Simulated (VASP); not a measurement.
Wanted: the native input for a VASP 6.6.1 run.

| Item | Value |
| --- | --- |
| Task | single point |
| Functional | PBE |
| Potentials or basis | VASP PAW PBE potentials, release 64 (Si, B, F) |
| Cutoff | 520 eV |
| k mesh | 8 × 4 × 4 |
| Occupations | gaussian, width 0.1 eV |
| Spin | no spin polarisation |
| Dipole correction | no |
| Further INCAR settings | ALGO = Normal; EDIFF = 1e-06; NBANDS = 14 |

The structure of SiBF lies in POSCAR:

```
SiBF
1.0
    2.1896563170      0.0000000000      0.0000000000
    0.0000000000      3.7066495778      0.0000000000
    0.0000000000      0.0000000000      5.2540280115
Si B F
1 1 1
Direct
    0.0000000000      0.5000000000      0.0000000000
    0.0000000000      0.0000000000      0.5000000000
    0.0000000000      0.0000000000      0.0000000000
```

The cell was built from a structure type or drawn by symmetry, and may not be a known phase.

These files were run (other wordings do the same):

INCAR

```
SYSTEM = SiBF
  PREC = Accurate
  ENCUT = 520
  EDIFF = 1E-6
  ISMEAR = 0
  SIGMA = 0.1
  LREAL = .FALSE.
  LASPH = .TRUE.
  NELM = 100
  ALGO = Normal
  ISIF = 2
  LWAVE = .FALSE.
  LCHARG = .FALSE.
  GGA = PE
  NBANDS = 14
```

KPOINTS

```
regular mesh
0
G
  8 4 4
  0 0 0
```

Potentials or basis: VASP PAW PBE potentials, release 64 (Si, B, F).

The run is started by

```bash
$ cat potpaw_PBE.64/Si/POTCAR potpaw_PBE.64/B/POTCAR potpaw_PBE.64/F/POTCAR > POTCAR
$ mpirun -np 1 vasp_std > vasp.out
```

Results of the run:

```yaml
Pressure: 0.0 GPa
Band_gap_on_the_k_mesh: zero (bands 7 and 8 overlap by 2.72 eV)
```

Caveat: the k points lie up to 0.42 Å⁻¹ apart, too coarse for converged energies and pressures of a metal.

It took 33 s on 1 thread of Oxide Virtual Turin-like Processor, with other jobs on the host, peak memory 0.13 GiB.
